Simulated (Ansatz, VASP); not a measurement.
**Two plane-wave programs on TiAl**

```
Ti Al
1.0
     3.12778    0.00000    0.00000
     0.00000    3.12778    0.00000
     0.00000    0.00000    3.28417
Ti Al
1 1
Direct
  0.00000 0.00000 0.00000
  0.50000 0.50000 0.50000
```

Alike in both runs: task single point; functional PBEsol; k mesh 16 × 16 × 16; occupations gaussian, width 0.15 eV; no spin polarisation.

|  | VASP | Ansatz |
| --- | --- | --- |
| version | VASP 6.6.1 | Ansatz 0.2.0 |
| potentials or method | VASP PAW PBE potentials, release 64 (Ti_sv, Al), cutoff 520 eV | scalar-relativistic, plane waves, PAW |
| valence electrons in the cell | 15 | 15 |

|  | VASP | Ansatz | Ansatz less VASP |
| --- | --- | --- | --- |
| gap on the k mesh at the Fermi level (eV) | none | none | - |
| pressure (GPa) | -2.3 | -2.4 | -0.05 |
| traceless stress, the component that is largest in VASP (GPa) | 2.49 | 2.49 | +0.004 |

VASP's potentials were made for PBE, not for PBEsol. A gap of «none» marks a metal or a gap that the smearing closes.
